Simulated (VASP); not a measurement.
Zr:

```
CELL_PARAMETERS angstrom
3.23200 0.00000 0.00000
-1.61600 2.79899 0.00000
0.00000 0.00000 5.14700
ATOMIC_POSITIONS crystal
Zr 0.33333 0.66667 0.25000
Zr 0.66667 0.33333 0.75000
```

```yaml
Program: VASP 6.6.1
Task: relaxation of cell and atoms
Functional: PBEsol
Potentials_or_basis: VASP PAW PBE potentials, release 64 (Zr_sv)
Cutoff: 600 eV
k_mesh: 8 × 8 × 5
Occupations: fermi-dirac, width 0.1 eV
Spin: no spin polarisation
```

At the start: pressure -3.1 GPa; volume 23.28 Å³/atom.

Problem. How do energy, volume and symmetry change on relaxing?

Solution. Over 6 steps the energy falls by 8.1 meV/atom and the volume is 22.50 Å³/atom (-3.4 %); space group P6_3/mmc (No. 194, to 0.05 Å).

The path:
```csv
step,energy change (eV),largest force (eV/Å),pressure (GPa),volume (Å³)
1,0.0000,0.0000,-3.08,46.56
2,-0.0010,0.0000,3.38,43.61
3,-0.0154,0.0000,0.04,45.04
4,-0.0154,0.0000,0.10,45.01
5,-0.0161,0.0000,0.06,45.00
6,-0.0162,0.0000,0.05,45.00
```

Final structure:
```yaml
crystal:
  lattice:
    - [3.18215, 0.00000, 0.00000]
    - [-1.59108, 2.75582, 0.00000]
    - [0.00000, 0.00000, 5.13123]
  atoms:
    - { symbol: Zr, position: [0.33333, 0.66667, 0.25000] }
    - { symbol: Zr, position: [0.66667, 0.33333, 0.75000] }
```

Caveat: the PAW data sets were made with another functional, which shifts forces and pressure a little.
